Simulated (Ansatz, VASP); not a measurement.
CdF2: VASP beside Ansatz

```
Cd F
1.0
     0.00000    2.78437    2.93723
     2.78437    0.00000    2.93723
     2.78437    2.78437    0.00000
Cd F
1 2
Direct
  0.00000 0.00000 0.00000
  0.25000 0.25000 0.25000
  0.75000 0.75000 0.75000
```

Alike in both runs: task single point; functional PBE; k mesh 8 × 8 × 8; occupations gaussian, width 0.05 eV; no spin polarisation.

|  | VASP | Ansatz |
| --- | --- | --- |
| version | VASP 6.6.1 | Ansatz 0.2.0 |
| potentials or method | VASP PAW PBE potentials, release 64 (Cd, F), cutoff 520 eV | scalar-relativistic, plane waves, PAW |
| valence electrons in the cell | 26 | 34 |

|  | VASP | Ansatz | Ansatz less VASP |
| --- | --- | --- | --- |
| gap on the k mesh at the Fermi level (eV) | 2.44 | 2.47 | +0.025 |
| least direct gap on the mesh (eV) | 3.03 | 3.06 | +0.029 |
| pressure (GPa) | -7.2 | -7.4 | -0.24 |
| traceless stress, the component that is largest in VASP (GPa) | -3.43 | -3.46 | -0.035 |

The functional is the same, so the differences come from potentials, cutoffs and numerics. VASP's potentials hold 26 valence electrons a cell and Ansatz's 34, so a difference there can come from the potentials and not from the codes.
